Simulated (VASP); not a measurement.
Input of a VASP 6.6.1 run:

INCAR

```
SYSTEM = BiP
PREC     = Accurate       ! precision mode
ENCUT    = 600            ! plane-wave cutoff, eV
EDIFF    = 1E-6           ! SCF threshold, eV
ISMEAR   = 0              ! smearing method
SIGMA    = 0.05           ! smearing width, eV
LREAL    = .FALSE.        ! projectors in reciprocal space
LASPH    = .TRUE.         ! aspherical terms in the spheres
NELM     = 80             ! most SCF steps
ALGO     = Normal         ! electronic algorithm
ISIF     = 3              ! what is computed and relaxed
LWAVE    = .FALSE.        ! write WAVECAR
LCHARG   = .FALSE.        ! write CHGCAR
GGA      = PE             ! functional
IBRION   = 2              ! ionic algorithm
NSW      = 80             ! ionic steps
EDIFFG   = -0.03          ! ionic threshold
```

The input KPOINTS:

```
regular mesh
0
G
  6 6 6
  0 0 0
```

POSCAR

```
BiP
1.0
    3.9553131248      0.0000000000      0.0000000000
   -1.9776565624      3.4254016460      0.0000000000
    0.0000000000      0.0000000000      3.8601896473
Bi P
1 1
Direct
    0.0000000000      0.0000000000      0.0000000000
    0.6666666667      0.3333333333      0.5000000000
```

Potentials or basis: VASP PAW PBE potentials, release 64 (Bi_d, P).

Run with:

```bash
$ cat potpaw_PBE.64/Bi_d/POTCAR potpaw_PBE.64/P/POTCAR > POTCAR
$ mpirun -np 1 vasp_std > vasp.out
```

Problem. Estimate the space group after relaxing (to 0.1 Å).

Solution. P-6m2 (No. 187).

Problem. What does it give for the band gap on the k mesh?

Solution. Zero (bands 10 and 11 overlap by 2.86 eV).

Problem. Predict the relaxed cell.

Solution. a = 3.936 Å, b = 3.936 Å, c = 3.776 Å, α = 90.00°, β = 90.00°, γ = 120.00°.

Problem. Estimate the relaxed volume.

Solution. 25.34 Å³/atom.

Step by step:
```
step  energy change (eV)  largest force (eV/Å)  pressure (GPa)  volume (Å³)
   1              0.0000                0.0000           -2.35        52.30
   2             -0.0106                0.0000            1.91        49.44
   3             -0.0184                0.0000            0.10        50.54
   4             -0.0184                0.0000            0.09        50.57
   5             -0.0186                0.0000           -0.04        50.67
```

Caveat: spin-orbit coupling is left out, which moves the levels of the heavy elements.
